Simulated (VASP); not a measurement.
# Sc3Al (Pm-3m) in VASP: notebook

Runs on Sc3Al. Level: r2SCAN. Tasks: single point.

Everything below comes from runs of VASP 6.6.1. Logs are shortened: lines on timing, memory, paths and dates and some standing lists are left out, and cuts for length are marked.

## (1) The cell of the first run

It takes space group Pm-3m (No. 221, cubic). The conventional cell has a = 3.951 Å, b = 3.951 Å, c = 3.951 Å, α = 90.00°, β = 90.00°, γ = 90.00°. Within 3.7 Å of Sc (site symmetry 4/mmm) lie 8 Sc at 2.79 Å and 4 Al at 2.79 Å. Within 3.7 Å of Al (site symmetry m-3m) lie 12 Sc at 2.79 Å.

## (2) Single point, r2SCAN

File POSCAR:

```
Sc3Al
1.0
    3.9507621545      0.0000000000      0.0000000000
    0.0000000000      3.9507621545      0.0000000000
    0.0000000000      0.0000000000      3.9507621545
Sc Al
3 1
Direct
    0.5000000000      0.0000000000      0.5000000000
    0.0000000000      0.5000000000      0.5000000000
    0.5000000000      0.5000000000      0.0000000000
    0.0000000000      0.0000000000      0.0000000000
```

File INCAR.step1:

```
PREC = Accurate
ENCUT = 520
ISMEAR = 0
SIGMA = 0.1
LREAL = False
LASPH = True
NELM = 60
NBANDS = 26
GGA = PE
ALGO = Normal
EDIFF = 1E-4
LWAVE = True
LCHARG = False
```

File INCAR.step2:

```
PREC = Accurate
ENCUT = 520
EDIFF = 1E-6
ISMEAR = 0
SIGMA = 0.1
LREAL = False
LASPH = True
NELM = 60
ALGO = Normal
ISIF = 2
LWAVE = False
LCHARG = False
METAGGA = R2SCAN
LMIXTAU = True
NBANDS = 26
ISTART = 1
```

File KPOINTS:

```
Automatic mesh
0
Gamma
  6 6 6
```

Potentials or basis: VASP PAW PBE potentials, release 64 (Sc_sv, Al).

The run is started by

```bash
> cat potpaw_PBE.64/Sc_sv/POTCAR potpaw_PBE.64/Al/POTCAR > POTCAR
> cp INCAR.step1 INCAR
> mpirun -np 1 vasp_std > vasp.out
> cp INCAR.step2 INCAR
> mpirun -np 1 vasp_std > vasp.out
```

OUTCAR:

```text
PREC = Accurate
   ENCUT = 520
   EDIFF = 1E-6
   ISMEAR = 0
   LREAL = False
   LASPH = True
   NELM = 60
   ISIF = 2
   METAGGA = R2SCAN
   ISTART = 1

 ion  position               nearest neighbor table
   1  0.500  0.000  0.500-   2 2.79   3 2.79   4 2.79   3 2.79   4 2.79   2 2.79   3 2.79   3 2.79
                             2 2.79   4 2.79   4 2.79   2 2.79
   2  0.000  0.500  0.500-   1 2.79   3 2.79   4 2.79   3 2.79   4 2.79   1 2.79   4 2.79   4 2.79
                             1 2.79   3 2.79   3 2.79   1 2.79
   3  0.500  0.500  0.000-   1 2.79   2 2.79   4 2.79   1 2.79   2 2.79   1 2.79   4 2.79   1 2.79
                             2 2.79   4 2.79   2 2.79   4 2.79
   4  0.000  0.000  0.000-   1 2.79   2 2.79   3 2.79   1 2.79   2 2.79   2 2.79   3 2.79   2 2.79
                             1 2.79   3 2.79   1 2.79   3 2.79

  LATTYP: Found a simple cubic cell.
 ALAT       =     3.9507621545

  Lattice vectors:

 A1 = (   3.9507621545,   0.0000000000,   0.0000000000)
 A2 = (   0.0000000000,   3.9507621545,   0.0000000000)
 A3 = (   0.0000000000,   0.0000000000,   3.9507621545)

Analysis of symmetry for initial positions (statically):
=====================================================================
 Subroutine PRICEL returns:
 Original cell was already a primitive cell.

 Routine SETGRP: Setting up the symmetry group for a
 simple cubic supercell.

 Subroutine GETGRP returns: Found 48 space group operations
 (whereof 48 operations were pure point group operations)
 out of a pool of 48 trial point group operations.

The static configuration has the point symmetry O_h .

Analysis of symmetry for dynamics (positions and initial velocities):
=====================================================================
 Subroutine PRICEL returns:
 Original cell was already a primitive cell.

 Routine SETGRP: Setting up the symmetry group for a
 simple cubic supercell.

 Subroutine GETGRP returns: Found 48 space group operations
 (whereof 48 operations were pure point group operations)
 out of a pool of 48 trial point group operations.

The dynamic configuration has the point symmetry O_h .

 Subroutine INISYM returns: Found 48 space group operations
 (whereof 48 operations are pure point group operations),
 and found     1 'primitive' translations

----------------------------------------------------------------------------------------

                                     Primitive cell

  volume of cell :      61.6656

  direct lattice vectors                    reciprocal lattice vectors
     3.950762155  0.000000000  0.000000000     0.253115718  0.000000000  0.000000000
     0.000000000  3.950762155  0.000000000     0.000000000  0.253115718  0.000000000
     0.000000000  0.000000000  3.950762155     0.000000000  0.000000000  0.253115718

  length of vectors
     3.950762155  3.950762155  3.950762155     0.253115718  0.253115718  0.253115718

  position of ions in fractional coordinates (direct lattice)
     0.500000000  0.000000000  0.500000000
     0.000000000  0.500000000  0.500000000
     0.500000000  0.500000000  0.000000000
     0.000000000  0.000000000  0.000000000

  ion indices of the primitive-cell ions
   primitive index   ion index
                 1           1
                 2           2
                 3           3
                 4           4

----------------------------------------------------------------------------------------

 KPOINTS: Automatic mesh

Automatic generation of k-mesh.
 Grid dimensions read from file:
 generate k-points for:    6    6    6

 Generating k-lattice:

  Cartesian coordinates                     Fractional coordinates (reciprocal lattice)
     0.042185953  0.000000000  0.000000000     0.166666667  0.000000000  0.000000000
     0.000000000  0.042185953  0.000000000     0.000000000  0.166666667  0.000000000
     0.000000000  0.000000000  0.042185953     0.000000000  0.000000000  0.166666667

  Length of vectors
     0.042185953  0.042185953  0.042185953

  Shift w.r.t. Gamma in fractional coordinates (k-lattice)
     0.000000000  0.000000000  0.000000000

 Subroutine IBZKPT returns following result:
 ===========================================

 Found     20 irreducible k-points:

 Following reciprocal coordinates:
            Coordinates               Weight
  0.000000  0.000000  0.000000      1.000000
  0.166667  0.000000  0.000000      6.000000
  0.333333  0.000000  0.000000      6.000000
  0.500000  0.000000  0.000000      3.000000
  0.166667  0.166667  0.000000     12.000000
  0.333333  0.166667  0.000000     24.000000
[... 12 lines left out ...]
  0.500000  0.500000  0.333333      6.000000
  0.500000  0.500000  0.500000      1.000000
   k-points           NKPTS =     20   k-points in BZ     NKDIM =     20   number of bands    NBANDS=     26
   number of dos      NEDOS =    301   number of ions     NIONS =      4
   total plane-waves  NPLWV =  27000
   dimension x,y,z NGX =    30 NGY =   30 NGZ =   30
   dimension x,y,z NGXF=    60 NGYF=   60 NGZF=   60
   ions per type =               3   1
   NGX,Y,Z   is equivalent  to a cutoff of  12.62, 12.62, 12.62 a.u.
   NGXF,Y,Z  is equivalent  to a cutoff of  25.25, 25.25, 25.25 a.u.
 SYSTEM =  unknown system
   PREC   = accura    normal or accurate (medium, high low for compatibility)
   ISTART =      1    job   : 0-new  1-cont  2-samecut
   ICHARG =      0    charge: 1-file 2-atom 10-const
   ISPIN  =      1    spin polarized calculation?
   LNONCOLLINEAR =      F non collinear calculations
   LSORBIT =      F    spin-orbit coupling
   LASPH  =      T    aspherical Exc in radial PAW
   ENCUT  =  520.0 eV  38.22 Ry    6.18 a.u.   7.35  7.35  7.35*2*pi/ulx,y,z
   NELM   =     60;   NELMIN=  2; NELMDL=  0     # of ELM steps
   EDIFF  = 0.1E-05   stopping-criterion for ELM
   LREAL  =      F    real-space projection
   EDIFFG = 0.1E-04   stopping-criterion for IOM
   NSW    =      0    number of steps for IOM
   IBRION =     -1    ionic relax: 0-MD 1-quasi-New 2-CG
   NFREE  =      0    steps in history (QN), initial steepest desc. (CG)
   ISIF   =      2    stress and relaxation
   ISYM   =      2    0-nonsym 1-usesym 2-fastsym
   POTIM  = 0.5000    time-step for ionic-motion
   TEBEG  =    0.0;   TEEND  =   0.0 temperature during run
   PSTRESS=    0.0 pullay stress
   NELECT =      36.0000    total number of electrons
   NUPDOWN=      -1.0000    fix difference up-down
   EMIN   =  10.00;   EMAX   =-10.00  energy-range for DOS
   EFERMI =   0.00;   METHOD = LEGACY
   ISMEAR =     0;   SIGMA  =   0.10  broadening in eV -4-tet -1-fermi 0-gaus
   EFERMI_NEDOS =   21; number of points for ismear=-14 and -15
   IALGO  =     38    algorithm
   IMIX   =      4    mixing-type and parameters
     AMIX     =   0.40;   BMIX     =  1.00
     AMIX_MAG =   1.60;   BMIX_MAG =  1.00
  volume/ion in A,a.u.               =      15.42       104.03
  Fermi-wavevector in a.u.,A,eV,Ry     =   1.368237  2.585594 25.471106  1.872073
  Thomas-Fermi vector in A             =   2.494219
   LORBIT       =      0    0 simple, 1 ext, 2 COOP (PROOUT), +10 PAW based schemes
   METAGGA = R2SCAN    functional components
   LHFCALC =     F    Hartree Fock is set to
   AEXX    =    0.0000 exact exchange contribution
   IVDW    =     0    specifies the selected vdW correction
   LEPSILON=     F    determine dielectric tensor
   LRPA    =     F    only Hartree local field effects (RPA)
 non-spin polarized calculation
 Gauss-broadening in eV      SIGMA  =   0.10
  energy-cutoff  :      520.00
  volume of cell :       61.67
 maximum number of plane-waves:      1675
 NGX is ok and might be reduce to    30
   NGX = 15   NGY = 15   NGZ = 15

 number of electron      36.0000007 magnetization

 Free energy of the ion-electron system (eV)
  ---------------------------------------------------
  ext. energy  EPLUGINS =         0.00000000
  ---------------------------------------------------
  free energy    TOTEN  =       -39.37378157 eV

  energy without entropy =      -39.34741321  energy(sigma->0) =      -39.36059739

 E-fermi :   7.3257     XC(G=0): -12.4040

 val. band max:        7.2901267761   @ k =   0.5000   0.0000   0.0000
 cond. band min:       7.3267628931   @ k =   0.3333   0.1667   0.0000
 fundamental gap:      0.0366361171
 Fermi energy:         7.3256894518

 k-point     1 :       0.0000    0.0000    0.0000
  band No.  band energies     occupation
      1     -43.3977      2.00000
      2     -43.0084      2.00000
      3     -43.0084      2.00000
      4     -21.5931      2.00000
      5     -21.5931      2.00000
      6     -21.5931      2.00000
[... 18 lines left out ...]
     25      10.6984      0.00000
     26      12.5766      0.00000

 k-point     2 :       0.1667    0.0000    0.0000
  band No.  band energies     occupation
      1     -43.3748      2.00000
      2     -43.0315      2.00000
      3     -43.0079      2.00000
      4     -21.5508      2.00000
      5     -21.5508      2.00000
      6     -21.5326      2.00000
[... 18 lines left out ...]
     25      11.2318      0.00000
     26      12.1339      0.00000

 k-point     3 :       0.3333    0.0000    0.0000
  band No.  band energies     occupation
      1     -43.3155      2.00000
      2     -43.0909      2.00000
      3     -43.0068      2.00000
      4     -21.4485      2.00000
      5     -21.4485      2.00000
      6     -21.3579      2.00000
[... 18 lines left out ...]
     25      11.3280      0.00000
     26      11.3280      0.00000

 k-point     4 :       0.5000    0.0000    0.0000
  band No.  band energies     occupation
      1     -43.2680      2.00000
      2     -43.1386      2.00000
      3     -43.0063      2.00000
      4     -21.3811      2.00000
      5     -21.3811      2.00000
      6     -21.0996      2.00000
[... 18 lines left out ...]
     25      10.9614      0.00000
     26      10.9614      0.00000
[... 380 lines left out ...]
      1     -43.1671      2.00000
      2     -43.1343      2.00000
      3     -43.1016      2.00000
      4     -21.9252      2.00000
      5     -21.4148      2.00000
      6     -21.3797      2.00000
[... 18 lines left out ...]
     25      10.7534      0.00000
     26      10.8717      0.00000

 k-point    19 :       0.5000    0.5000    0.3333
  band No.  band energies     occupation
      1     -43.1338      2.00000
      2     -43.1336      2.00000
      3     -43.1336      2.00000
      4     -21.9989      2.00000
      5     -21.4679      2.00000
      6     -21.3940      2.00000
[... 18 lines left out ...]
     25      10.5857      0.00000
     26      10.5857      0.00000

 k-point    20 :       0.5000    0.5000    0.5000
  band No.  band energies     occupation
      1     -43.1329      2.00000
      2     -43.1329      2.00000
      3     -43.1329      2.00000
      4     -22.0855      2.00000
      5     -21.4646      2.00000
      6     -21.4646      2.00000
[... 18 lines left out ...]
     25      10.3344      0.00000
     26      10.3344      0.00000

------------------------ aborting loop because EDIFF is reached ----------------------------------------

  FORCE on cell =-STRESS in cart. coord.  units (eV):
  Direction    XX          YY          ZZ          XY          YZ          ZX
  --------------------------------------------------------------------------------------
  -------------------------------------------------------------------------------------
  Total       15.6492614     15.6492614     15.6492614      0.0000000     -0.0000000     -0.0000000
  in kB      406.5947559    406.5947559    406.5947559      0.0000000     -0.0000000     -0.0000000
  external PRESSURE =     406.5947559 kB  Pullay stress =       0.0000000 kB

 VOLUME and BASIS-vectors are now :
 -----------------------------------------------------------------------------
  energy-cutoff  :      520.00
  volume of cell :       61.67
      direct lattice vectors                 reciprocal lattice vectors
     3.950762155  0.000000000  0.000000000     0.253115718  0.000000000  0.000000000
     0.000000000  3.950762155  0.000000000     0.000000000  0.253115718  0.000000000
     0.000000000  0.000000000  3.950762155     0.000000000  0.000000000  0.253115718

 POSITION                                       TOTAL-FORCE (eV/Angst)
 -----------------------------------------------------------------------------------
      1.97538      0.00000      1.97538         0.000000      0.000000      0.000000
      0.00000      1.97538      1.97538         0.000000      0.000000      0.000000
      1.97538      1.97538      0.00000         0.000000      0.000000      0.000000
      0.00000      0.00000      0.00000         0.000000      0.000000      0.000000
 -----------------------------------------------------------------------------------
    total drift:                                0.000000      0.000000     -0.000000

  FREE ENERGIE OF THE ION-ELECTRON SYSTEM (eV)
  ---------------------------------------------------
  free  energy   TOTEN  =       -39.3737815673 eV

  energy  without entropy=      -39.3474132142  energy(sigma->0) =      -39.36059739
```

Run time: 87 s. Hardware: 1 thread of Intel Xeon Platinum 8259CL at 2.50GHz (Skylake/Cascade Lake), shared host; peak memory 0.18 GiB.

Results:

```
Free energy            : -39.3738 eV
Pressure               : 40.7 GPa
Band gap on the k mesh : zero (band 18 reaches 7.84 eV, above the bottom of band 19 at 6.44 eV)
```

Caveat: the PAW data sets were made with another functional, which shifts forces and pressure a little.

## (3) Single point, r2SCAN

This run uses another cell than the first one, of 16.37 Å³/atom, 1.062 times its volume.

File POSCAR:

```
Sc3Al
1.0
    4.0303901094      0.0000000000      0.0000000000
    0.0000000000      4.0303901094      0.0000000000
    0.0000000000      0.0000000000      4.0303901094
Sc Al
3 1
Direct
    0.5000000000      0.0000000000      0.5000000000
    0.0000000000      0.5000000000      0.5000000000
    0.5000000000      0.5000000000      0.0000000000
    0.0000000000      0.0000000000      0.0000000000
```

File INCAR.step1:

```
SYSTEM = Sc3Al
PREC = Accurate
ENCUT = 520
ISMEAR = 0
SIGMA = 0.1
LREAL = .FALSE.
LASPH = .TRUE.
NELM = 100
NBANDS = 26
GGA = PE
ALGO = Normal
EDIFF = 1E-4
LWAVE = .TRUE.
LCHARG = .FALSE.
```

File INCAR.step2:

```
SYSTEM = Sc3Al
PREC = Accurate
ENCUT = 520
EDIFF = 1E-7
ISMEAR = 0
SIGMA = 0.1
LREAL = .FALSE.
LASPH = .TRUE.
NELM = 100
ALGO = Normal
ISIF = 2
LWAVE = .FALSE.
LCHARG = .FALSE.
METAGGA = R2SCAN
LMIXTAU = .TRUE.
NBANDS = 26
ISTART = 1
```

File KPOINTS:

```
regular mesh
0
G
  6 6 6
  0 0 0
```

Potentials or basis: VASP PAW PBE potentials, release 64 (Sc_sv, Al).

The run is started by

```bash
> cat potpaw_PBE.64/Sc_sv/POTCAR potpaw_PBE.64/Al/POTCAR > POTCAR
> cp INCAR.step1 INCAR
> mpirun -np 1 vasp_std > vasp.out
> cp INCAR.step2 INCAR
> mpirun -np 1 vasp_std > vasp.out
```

Run time: 1.9 min. Hardware: 1 thread of Intel Xeon Platinum 8259CL at 2.50GHz (Skylake/Cascade Lake), shared host; peak memory 0.18 GiB.

Results (log left out):

```
Free energy            : -40.2165 eV
Pressure               : 30.5 GPa
Band gap on the k mesh : zero (band 18 reaches 7.30 eV, above the bottom of band 19 at 5.82 eV)
```

Levels at points of the mesh, in eV from the Fermi level:
```
           k point  band 15  band 16  band 17  band 18  band 19  band 20  band 21  band 22
(0.00, 0.00, 0.00)    -1.52    -1.52    -0.78    -0.78    -0.78     1.34     1.34     1.34
(0.50, 0.00, 0.00)    -2.01    -1.08    -1.08     0.02     0.13     1.41     1.41     1.89
(0.50, 0.50, 0.00)    -3.14    -1.50    -1.13     0.45     0.59     0.59     1.60     1.60
(0.50, 0.50, 0.50)    -1.63    -1.63    -1.03    -1.03    -1.03     1.47     2.01     2.01
```

Caveat: the PAW data sets were made with another functional, which shifts forces and pressure a little.

(Part 1 of 2 ends here.)
